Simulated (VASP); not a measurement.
Runs of VASP 6.6.1 on SbBr. The structure is that of space group F-43m (No. 216), or close to it. The cells are those of the table. 

| task | cell | k mesh | cutoff (eV) | gap on the mesh (eV) | pressure (GPa) | relaxed volume (Å³/atom) |
| --- | --- | --- | --- | --- | --- | --- |
| relaxation of cell and atoms | relaxed from a = 4.988 Å, angles 60.0°, 2 atoms | 14 × 14 × 14 | 600 | none | 0.0 | (a) |
| single point | a = 4.988 Å, angles 60.0°, 2 atoms | 14 × 14 × 14 | 520 | none | -0.1 | - |
| single point | a = 4.988 Å, angles 60.0°, 2 atoms | 4 × 4 × 4 | 520 | none | (b) | - |
| single point | a = 4.724 Å, angles 60.0°, 2 atoms | 4 × 4 × 4 | 520 | none | 5.1 | - |
| relaxation of cell and atoms | relaxed from a = 4.724 Å, angles 60.0°, 2 atoms | 4 × 4 × 4 | 600 | none | 0.0 | 44.02 |

Alike in all rows: level PBE; potentials or basis VASP PAW PBE potentials, release 64 (Sb, Br); no spin polarisation; smearing gaussian 0.1 eV.

Problem. Estimate the missing entries.

Solution. (a) 43.74; (b) 0.1.

Caveats: some runs use coarse meshes; spin-orbit coupling is left out, which moves the levels of the heavy elements; the volume moved by over 15 % at a fixed basis, so the end points are rough (some runs).

A k mesh can miss the band edges, and the runs leave out spin-orbit coupling on Br, Sb.

A gap of «none» marks levels without a gap at the run's occupations.
